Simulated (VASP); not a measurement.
ZnSnN2: single point with PBE

ZnSnN2:

```
Zn N Sn
1.0
     3.46371    0.00000    0.00000
     0.00000    3.46371    0.00000
     0.00000    0.00000    9.16445
Zn N Sn
2 4 2
Direct
  0.50000 0.00000 0.90381
  0.00000 0.50000 0.09619
  0.50000 0.50000 0.00000
  0.00000 0.00000 0.24268
  0.50000 0.50000 0.50000
  0.00000 0.00000 0.75732
  0.50000 0.00000 0.35598
  0.00000 0.50000 0.64402
```

This cell differs from its parent crystal: volume changed by -3%.

- Program: VASP 6.6.1
- Task: single point
- Functional: PBE
- Potentials or basis: VASP PAW PBE potentials, release 64 (Zn, N, Sn_d)
- Cutoff: 520 eV
- k mesh: 6 × 6 × 2
- Occupations: fermi-dirac, width 0.02 eV
- Spin: no spin polarisation
- Dipole correction: no
- Further INCAR settings: ALGO = Normal; EDIFF = 1e-06; NBANDS = 46

* Pressure: 4.6 GPa
* Largest force: 0.124 eV/Å
* Band gap on the k mesh: zero (band 36 reaches 5.90 eV, above the bottom of band 37 at 5.79 eV)

Forces on the atoms (eV/Å):
```
Zn   0.000  0.000 -0.124
Zn   0.000  0.000  0.124
N    0.000  0.000  0.000
N    0.000  0.000 -0.120
N    0.000  0.000  0.000
N    0.000  0.000  0.120
Sn   0.000  0.000  0.005
Sn   0.000  0.000 -0.005
```

Stress tensor (GPa, compression positive):
```
4.99 0.00 0.00
0.00 4.99 0.00
0.00 0.00 3.94
```

Levels at points of the mesh, in eV from the Fermi level:
```tsv
k point	band 33	band 34	band 35	band 36	band 37	band 38	band 39	band 40
(0.00, 0.00, 0.00)	-1.82	-0.77	-0.27	-0.14	-0.14	1.09	2.09	3.72
(0.50, 0.00, 0.00)	-1.28	-1.27	-0.39	-0.03	1.26	1.53	3.97	4.66
(0.50, 0.50, 0.00)	-2.90	-1.78	-1.78	-1.75	1.34	1.73	3.62	3.62
(0.00, 0.00, 0.50)	-1.66	-1.66	-0.21	-0.21	0.93	0.95	1.60	3.47
(0.50, 0.00, 0.50)	-1.87	-1.29	-0.69	-0.04	1.49	1.80	3.87	4.76
(0.50, 0.50, 0.50)	-3.39	-1.93	-1.84	-1.84	1.93	2.23	3.55	3.68
```

Wall time 2.1 min on 1 thread of Intel(R) Xeon(R) Platinum 8488C (Sapphire Rapids) (shared host), peak memory 0.27 GiB.

Caveat: spin-orbit coupling is left out, which moves the levels of the heavy elements.
